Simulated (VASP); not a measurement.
Runs of VASP 6.6.1 on Fe3Ge. The structure is that of space group Fm-3m (No. 225), or close to it. The cells are those of the table. 

| cell | gap on the mesh (eV) | pressure (GPa) | moment (μB) |
| --- | --- | --- | --- |
| a = 4.094 Å, angles 60.0°, 4 atoms | none | (b) | 5.94 |
| a = 4.067 Å, angles 60.0°, 4 atoms | none | -10.5 | 5.67 |
| a = 4.120 Å, angles 60.0°, 4 atoms | none | (a) | 6.14 |
| a = 4.146 Å, angles 60.0°, 4 atoms | none | -17.5 | (c) |

Alike in all rows: task single point; level PBEsol; potentials or basis VASP PAW PBE potentials, release 64 (Ge_d, Fe); spin collinear, ferromagnetic start; k mesh 8 × 8 × 8; cutoff (eV) 520; smearing fermi-dirac 0.05 eV.

Q: Estimate the missing entries.

A: (a) -15.3; (b) -13.1; (c) 6.30.

Caveats: the cell stands under tension; the PAW data sets were made with another functional, which shifts forces and pressure a little.

A k mesh can miss the band edges, and the runs leave out spin-orbit coupling on Ge.

A gap of «none» marks levels without a gap at the run's occupations.
